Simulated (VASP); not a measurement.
# ScBSbP3 (P3m1) in VASP: further runs

Runs on ScBSbP3. Level: PBE. Tasks: relaxation of cell and atoms, single point.

All numbers are computed with VASP 6.6.1; they aren't measurements. Logs are shortened: lines on timing, memory, paths and dates and some standing lists are left out, and cuts for length are marked.

**1. The cell of the first run**

It takes space group P3m1 (No. 156, trigonal). The conventional cell has a = 4.007 Å, b = 4.007 Å, c = 9.976 Å, α = 90.00°, β = 90.00°, γ = 120.00°. Within 3.4 Å of Sc (site symmetry 3m) lie 3 P at 2.58 Å. Within 2.6 Å of B (site symmetry 3m) lie 1 P at 1.94 Å. Within 3.1 Å of Sb (site symmetry 3m) lie 6 P at 2.35 to 2.36 Å. P (site symmetry 3m) has 3 Sc at 2.58 Å and 1 B at 2.78 Å within 3.4 Å. P (site symmetry 3m) has 1 B at 1.94 Å and 3 P at 2.31 Å and 3 Sb at 2.35 Å within 2.6 Å. P (site symmetry 3m) has 3 P at 2.31 Å and 3 Sb at 2.36 Å and 3 B at 2.98 Å within 3.1 Å.

The cell was built from a structure type or drawn by symmetry, and may not be a known phase.

**2. Relaxation of cell and atoms, PBE**

File INCAR:

```
PREC = Accurate ; ENCUT = 600
EDIFF = 1E-7 ; ISMEAR = 0
SIGMA = 0.1 ; LREAL = F
LASPH = T ; NELM = 100
ALGO = Normal ; ISIF = 3
LWAVE = F ; LCHARG = F
GGA = PE ; IBRION = 2
NSW = 90 ; EDIFFG = -0.04
```

File KPOINTS:

```
regular mesh
0
Gamma
  6 6 2
```

File POSCAR:

```
ScBSbP3
1.0
    4.0074353400      0.0000000000      0.0000000000
   -2.0037176700      3.4705408100      0.0000000000
    0.0000000000      0.0000000000      9.9755017800
Sc B Sb P
1 1 1 3
Direct
    0.3333333300      0.6666666700      0.1782645800
    0.0000000000      0.0000000000      0.5716175000
    0.6666666700      0.3333333300      0.8063633100
    0.0000000000      0.0000000000      0.2927518600
    0.0000000000      0.0000000000      0.7661815500
    0.3333333300      0.6666666700      0.7606318000
```

Potentials or basis: VASP PAW PBE potentials, release 64 (Sc_sv, B, Sb, P).

Started as:

```sh
$ cat potpaw_PBE.64/Sc_sv/POTCAR potpaw_PBE.64/B/POTCAR potpaw_PBE.64/Sb/POTCAR potpaw_PBE.64/P/POTCAR > POTCAR
$ mpirun -np 1 vasp_std > vasp.out
```

OUTCAR:

```text
PREC = Accurate
   ENCUT = 600
   EDIFF = 1E-7
   ISMEAR = 0
   LREAL = F
   LASPH = T
   NELM = 100
   ISIF = 3
   GGA = PE
   IBRION = 2
   NSW = 90
   EDIFFG = -0.04

 ion  position               nearest neighbor table
   1  0.333  0.667  0.178-   4 2.58   4 2.58   4 2.58
   2  0.000  0.000  0.572-   5 1.94
   3  0.667  0.333  0.806-   5 2.35   5 2.35   5 2.35   6 2.36   6 2.36   6 2.36
   4  0.000  0.000  0.293-   1 2.58   1 2.58   1 2.58
   5  0.000  0.000  0.766-   2 1.94   6 2.31   6 2.31   6 2.31   3 2.35   3 2.35   3 2.35
   6  0.333  0.667  0.761-   5 2.31   5 2.31   5 2.31   3 2.36   3 2.36   3 2.36

  LATTYP: Found a hexagonal cell.
 ALAT       =     4.0074353400
 C/A-ratio  =     2.4892483431

  Lattice vectors:

 A1 = (   4.0074353400,   0.0000000000,   0.0000000000)
 A2 = (  -2.0037176700,   3.4705408100,   0.0000000000)
 A3 = (   0.0000000000,   0.0000000000,   9.9755017800)

Analysis of symmetry for initial positions (statically):
=====================================================================
 Subroutine PRICEL returns:
 Original cell was already a primitive cell.

 Routine SETGRP: Setting up the symmetry group for a
 hexagonal supercell.

 Subroutine GETGRP returns: Found  6 space group operations
 (whereof  6 operations were pure point group operations)
 out of a pool of 24 trial point group operations.

The static configuration has the point symmetry C_3v.

Analysis of symmetry for dynamics (positions and initial velocities):
=====================================================================
 Subroutine PRICEL returns:
 Original cell was already a primitive cell.

 Routine SETGRP: Setting up the symmetry group for a
 hexagonal supercell.

 Subroutine GETGRP returns: Found  6 space group operations
 (whereof  6 operations were pure point group operations)
 out of a pool of 24 trial point group operations.

The dynamic configuration has the point symmetry C_3v.

 Subroutine INISYM returns: Found  6 space group operations
 (whereof  6 operations are pure point group operations),
 and found     1 'primitive' translations

----------------------------------------------------------------------------------------

                                     Primitive cell

  volume of cell :     138.7390

  direct lattice vectors                    reciprocal lattice vectors
     4.007435340  0.000000000  0.000000000     0.249536153  0.144069765  0.000000000
    -2.003717670  3.470540810  0.000000000     0.000000000  0.288139531  0.000000000
     0.000000000  0.000000000  9.975501780     0.000000000  0.000000000  0.100245584

[... 96 lines left out ...]
   EFERMI_NEDOS =   21; number of points for ismear=-14 and -15
   IALGO  =     38    algorithm
   IMIX   =      4    mixing-type and parameters
     AMIX     =   0.40;   BMIX     =  1.00
     AMIX_MAG =   1.60;   BMIX_MAG =  1.00
  volume/ion in A,a.u.               =      23.12       156.04
  Fermi-wavevector in a.u.,A,eV,Ry     =   1.024476  1.935978 14.280001  1.049550
  Thomas-Fermi vector in A             =   2.158265
   LORBIT       =      0    0 simple, 1 ext, 2 COOP (PROOUT), +10 PAW based schemes
   GGA     = PE    functional components
   LHFCALC =     F    Hartree Fock is set to
   AEXX    =    0.0000 exact exchange contribution
   IVDW    =     0    specifies the selected vdW correction
   LEPSILON=     F    determine dielectric tensor
   LRPA    =     F    only Hartree local field effects (RPA)
 conjugate gradient relaxation of ions
 non-spin polarized calculation
 Gauss-broadening in eV      SIGMA  =   0.10
  energy-cutoff  :      600.00
  volume of cell :      138.74
 maximum number of plane-waves:      4662
   NGX = 17   NGY = 17   NGZ = 39

--------------------------------------- Ionic step        1  -------------------------------------------

 number of electron      34.0000000 magnetization

 Free energy of the ion-electron system (eV)
  ---------------------------------------------------
  ext. energy  EPLUGINS =         0.00000000
  ---------------------------------------------------
  free energy    TOTEN  =       -23.61153792 eV

  energy without entropy =      -23.58662673  energy(sigma->0) =      -23.59908232

------------------------ aborting loop because EDIFF is reached ----------------------------------------

  FORCE on cell =-STRESS in cart. coord.  units (eV):
  Direction    XX          YY          ZZ          XY          YZ          ZX
  --------------------------------------------------------------------------------------
  -------------------------------------------------------------------------------------
  Total       29.0417512     29.0417512     -4.5239938      0.0000000      0.0000000     -0.0000000
  in kB      335.3782952    335.3782955    -52.2437273      0.0000000      0.0000000     -0.0000000
  external PRESSURE =     206.1709545 kB  Pullay stress =       0.0000000 kB
[... 101 lines left out ...]
  FREE ENERGIE OF THE ION-ELECTRON SYSTEM (eV)
  ---------------------------------------------------
  free  energy   TOTEN  =       -27.5960746657 eV

  energy  without entropy=      -27.5796542026  energy(sigma->0) =      -27.58786443

 E-fermi :   4.4741     XC(G=0):  -8.9585

 val. band max:        4.4616301438   @ k =   0.3333   0.3333   0.0000
 cond. band min:       4.5138875810   @ k =   0.1667  -0.0000   0.5000
 fundamental gap:      0.0522574372
 Fermi energy:         4.4741460326

 k-point     1 :       0.0000    0.0000    0.0000
  band No.  band energies     occupation
      1     -45.8609      2.00000
      2     -24.4924      2.00000
      3     -24.4924      2.00000
      4     -24.4673      2.00000
      5      -8.8710      2.00000
      6      -6.7705      2.00000
[... 325 lines left out ...]
     20       5.6895      0.00000
     21       5.7614      0.00000

[... ionic steps 4 to 83 ...]

--------------------------------------- Ionic step       84  -------------------------------------------

 number of electron      34.0000000 magnetization

------------------------ aborting loop because EDIFF is reached ----------------------------------------
[... 75 lines left out ...]
--------------------------------------- Ionic step       86  -------------------------------------------

 number of electron      34.0000001 magnetization

 Free energy of the ion-electron system (eV)
  ---------------------------------------------------
  ext. energy  EPLUGINS =         0.00000000
  ---------------------------------------------------
  free energy    TOTEN  =       -32.42229776 eV

  energy without entropy =      -32.41377230  energy(sigma->0) =      -32.41803503

 E-fermi :   5.0003     XC(G=0):  -9.2754

 val. band max:        4.9934384333   @ k =   0.1667  -0.0000   0.5000
 cond. band min:       5.0750829581   @ k =   0.3333   0.3333   0.0000
 fundamental gap:      0.0816445248
 Fermi energy:         5.0003383734

 k-point     1 :       0.0000    0.0000    0.0000
  band No.  band energies     occupation
      1     -45.0641      2.00000
      2     -23.7202      2.00000
      3     -23.7078      2.00000
      4     -23.7078      2.00000
      5      -8.2638      2.00000
      6      -6.3716      2.00000
[... 358 lines left out ...]
  FREE ENERGIE OF THE ION-ELECTRON SYSTEM (eV)
  ---------------------------------------------------
  free  energy   TOTEN  =       -32.4222977633 eV

  energy  without entropy=      -32.4137723036  energy(sigma->0) =      -32.41803503

 reached required accuracy - stopping structural energy minimisation
```

OSZICAR:

```text
N       E                     dE             d eps       ncg     rms          rms(c)
[... 659 lines left out ...]
DAV:   6    -0.321675100609E+02    0.16089E-04   -0.17499E-04   992   0.107E-01    0.185E-02
DAV:   7    -0.321675099999E+02    0.60985E-07   -0.11575E-05  1048   0.308E-02    0.112E-02
DAV:   8    -0.321675107218E+02   -0.72190E-06   -0.23004E-06   718   0.114E-02    0.201E-03
DAV:   9    -0.321675109343E+02   -0.21243E-06   -0.31120E-07   641   0.445E-03    0.118E-03
DAV:  10    -0.321675110749E+02   -0.14062E-06   -0.11285E-07   469   0.286E-03    0.363E-04
DAV:  11    -0.321675110999E+02   -0.24991E-07   -0.34249E-08   419   0.207E-03
  47 F= -.32167511E+02 E0= -.32157744E+02  d E =-.240769E-01
       N       E                     dE             d eps       ncg     rms          rms(c)
DAV:   1    -0.322125371852E+02   -0.45026E-01   -0.11876E+01   603   0.321E+01    0.202E+00
DAV:
```

Run time: 39 min. Hardware: 1 thread of Intel Xeon Platinum 8488C (Sapphire Rapids), shared host; peak memory 0.34 GiB.

What came out:

* Free energy: -32.4223 eV
* Relaxed volume: 21.95 Å³/atom
* Relaxed cell: a = 4.583 Å, b = 4.583 Å, c = 7.242 Å, α = 90.00°, β = 90.00°, γ = 120.00°
* Space group after relaxing (to 0.1 Å): P3m1 (No. 156)
* Energy gained by relaxing: 1468.5 meV/atom
* Ionic steps: 86
* Pressure after relaxing: 0.0 GPa
* Largest force after relaxing: 0.034 eV/Å
* Band gap on the k mesh: zero (bands 17 and 18 overlap by 0.17 eV)

Forces on the atoms (eV/Å):
```
Sc   0.000  0.000  0.034
B    0.000  0.000 -0.009
Sb   0.000  0.000  0.010
P    0.000  0.000  0.017
P    0.000  0.000 -0.028
P    0.000  0.000 -0.024
```

Stress tensor (GPa, compression positive):
```
 0.16  0.00  0.00
 0.00  0.16  0.00
 0.00  0.00 -0.23
```

The path:
```csv
step,energy change (eV),largest force (eV/Å),pressure (GPa),volume (Å³)
1,0.0000,4.4347,20.62,138.74
4,-5.0810,4.3674,-3.43,165.36
7,-5.5297,16.2844,4.73,142.25
10,-6.0086,13.4455,3.26,142.79
13,-6.3587,12.7028,7.06,133.97
16,-7.3985,6.7689,2.41,133.95
19,-7.6771,3.5680,2.10,134.32
22,-7.8704,1.0292,-1.21,136.92
25,-7.9446,0.9694,-1.17,135.79
28,-8.0663,3.8916,0.76,125.20
31,-8.2789,1.2606,-0.18,127.65
34,-8.3265,0.7240,0.55,125.84
37,-8.3462,0.6253,0.33,127.65
40,-8.3806,1.0093,-1.58,133.74
43,-8.4121,0.7147,-1.35,133.24
46,-8.5319,1.3361,-2.68,143.76
49,-8.5924,1.1762,-0.71,145.40
52,-8.6682,0.4357,-0.39,140.58
55,-8.6983,0.4604,0.56,136.82
58,-8.7515,0.4869,-0.09,135.82
61,-8.7708,0.3615,-0.07,135.11
64,-8.7865,0.2578,-0.12,134.21
67,-8.7921,0.1984,-0.09,133.37
70,-8.7987,0.1061,0.70,131.36
73,-8.8062,0.1920,0.03,132.04
76,-8.8077,0.0707,0.00,132.29
79,-8.8090,0.0728,-0.23,132.55
82,-8.8098,0.0648,0.09,131.87
85,-8.8104,0.0558,0.04,131.74
86,-8.8108,0.0339,0.03,131.71
```

Final structure:
```xyz
6
Lattice="4.5826 0.0000 0.0000 -2.2913 3.9686 0.0000 0.0000 0.0000 7.2420" Properties=species:S:1:pos:R:3 pbc="T T T"
Sc    0.0000    2.6458    1.4583
B     0.0000    0.0000    3.3674
Sb    2.2913    1.3229    6.8656
P     0.0000    0.0000    1.5705
P     0.0000    0.0000    5.1385
P     0.0000    2.6458    6.0473
```

Caveat: a cell axis changed by over 15 % at a fixed basis, so the end point is rough; spin-orbit coupling is left out, which moves the levels of the heavy elements.

[end of part 1 of 2]
